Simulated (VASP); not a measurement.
YGaC2N2, 6 atoms in the cell. Symmetry: C2/m, No. 12, monoclinic system. The conventional cell has a = 6.539 Å, b = 3.363 Å, c = 7.320 Å, α = 90.00°, β = 92.69°, γ = 90.00°. Within 3.1 Å of Y (site symmetry 2/m) lie 6 N at 2.36 to 2.41 Å and 4 C at 2.97 Å. Within 2.9 Å of Ga (site symmetry 2/m) lie 4 C at 2.19 Å. C (site symmetry m) has 1 N at 1.27 Å within 1.7 Å. Within 1.7 Å of N (site symmetry m) lie 1 C at 1.27 Å. 

```yaml
Program: VASP 6.6.1
Task: relaxation of cell and atoms
Functional: PBE
Potentials_or_basis: VASP PAW PBE potentials, release 64 (Y_sv, Ga_d, C, N)
Cutoff: 600 eV
k_mesh: 6 × 6 × 4
Occupations: gaussian, width 0.1 eV
Spin: no spin polarisation
Dipole_correction: no
Further_INCAR_settings: ALGO = Normal; EDIFF = 1e-06; IBRION = 2; EDIFFG = -0.04; NSW = 90; ISIF = 3
```

Potentials or basis: VASP PAW PBE potentials, release 64 (Y_sv, Ga_d, C, N).

Launch:

```bash
$ cat potpaw_PBE.64/Y_sv/POTCAR potpaw_PBE.64/Ga_d/POTCAR potpaw_PBE.64/C/POTCAR potpaw_PBE.64/N/POTCAR > POTCAR
$ mpirun -np 1 vasp_std > vasp.out
```

Hardware: 1 thread of Intel(R) Xeon(R) 6975P-C (Granite Rapids) (shared host).

Question: How long does it take, and how much memory?

Answer: Run time: 2.6 min on 1 thread of Intel(R) Xeon(R) 6975P-C (Granite Rapids) (shared host), peak memory 0.33 GiB. Counts: scf iterations 28, k points 47, ion steps 3.
